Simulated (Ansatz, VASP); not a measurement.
# One calculation of CuO, two programs

File INCAR:

```
SYSTEM = CuO
PREC = Accurate ; ENCUT = 820
EDIFF = 1E-6 ; ISMEAR = -1
SIGMA = 0.05 ; LREAL = .False.
LASPH = .True. ; NELM = 120
ALGO = Normal ; ISIF = 2
LWAVE = .False. ; LCHARG = .False.
GGA = RP ; NBANDS = 33
GGA_COMPAT = .False.
```

KPOINTS

```
Automatic mesh
0
Gamma
  9 9 5
  0 0 0
```

File POSCAR:

```
CuO
1.0
    2.0171679519     -2.1818894341      0.0000000000
    2.0171679519      2.1818894341      0.0000000000
    0.0000000000      0.0000000000      5.2237769386
Cu O
2 2
Direct
    0.5000000000      0.0000000000      0.0000000000
    0.0000000000      0.5000000000      0.5000000000
    0.5000000000      0.5000000000      0.2500000000
    0.5000000000      0.5000000000      0.7500000000
```

File input.yaml:

```yaml
crystal:
  lattice:
    - [2.0171679519, -2.1818894341, 0.0]
    - [2.0171679519, 2.1818894341, 0.0]
    - [0.0, 0.0, 5.2237769386]
  atoms:
    - { symbol: Cu, position: [0.5, 0.0, 0.0] }
    - { symbol: Cu, position: [0.0, 0.5, 0.5] }
    - { symbol: O, position: [0.5, 0.5, 0.25] }
    - { symbol: O, position: [0.5, 0.5, 0.75] }
hamiltonian:
  xc: rpbe
  pseudopotentials: { kind: paw }
kpoints:
  mp_grid: { grid: [9, 9, 5] }
scf:
  occupations: { method: fermi_dirac, width: 0.05 }
output:
  forces: true
  stress: true
  eigenvalues: true
```

Alike in both runs: task single point; functional RPBE; k mesh 9 × 9 × 5; occupations fermi-dirac, width 0.05 eV; no spin polarisation.

|  | VASP | Ansatz |
| --- | --- | --- |
| version | VASP 6.6.1 | Ansatz 0.2.0 |
| potentials or method | VASP PAW PBE potentials, release 64 (Cu_sv_GW, O) | Ansatz PAW |
| plane-wave cutoff (eV) | 820 | 420 |
| valence electrons in the cell | 50 | 50 |

Ansatz gave:

* gap on the k mesh at the Fermi level (eV): none
* pressure (GPa): 0.6
* traceless stress, the component that is largest in VASP (GPa): 1.07

Task: Which values does VASP return?

Result: gap on the k mesh at the Fermi level (eV): none; pressure (GPa): -0.1; traceless stress, the component that is largest in VASP (GPa): 1.07.

VASP's potentials were made for PBE, not for RPBE. A gap of «none» marks a metal or a gap that the smearing closes.
